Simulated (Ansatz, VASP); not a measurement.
**BeS in VASP and in Ansatz**

```
Be S
1.0
     0.00000    2.43515    2.43515
     2.43515    0.00000    2.43515
     2.43515    2.43515    0.00000
Be S
1 1
Direct
  0.30200 0.89000 0.33100
  0.05200 0.64000 0.08100
```

Alike in both runs: task electric field gradients; functional PBE; k mesh 8 × 8 × 8; occupations gaussian, width 0.1 eV; no spin polarisation.

```csv
,VASP,Ansatz
version,VASP 6.6.1,Ansatz 0.2.0
potentials or method,"VASP PAW PBE potentials, release 64 (Be, S), cutoff 520 eV","scalar-relativistic, plane waves, PAW"
valence electrons in the cell,8,8
```

|  | VASP | Ansatz | Ansatz less VASP |
| --- | --- | --- | --- |
| gap on the k mesh at the Fermi level (eV) | 3.14 | 3.14 | -0.001 |
| least direct gap on the mesh (eV) | 5.67 | 5.66 | -0.018 |
| pressure (GPa) | 0.3 | 0.3 | -0.01 |

With one functional, cell and mesh, what is left measures potentials, basis and numerics. Ansatz's warnings: force scf threshold loose, stress scf threshold loose.
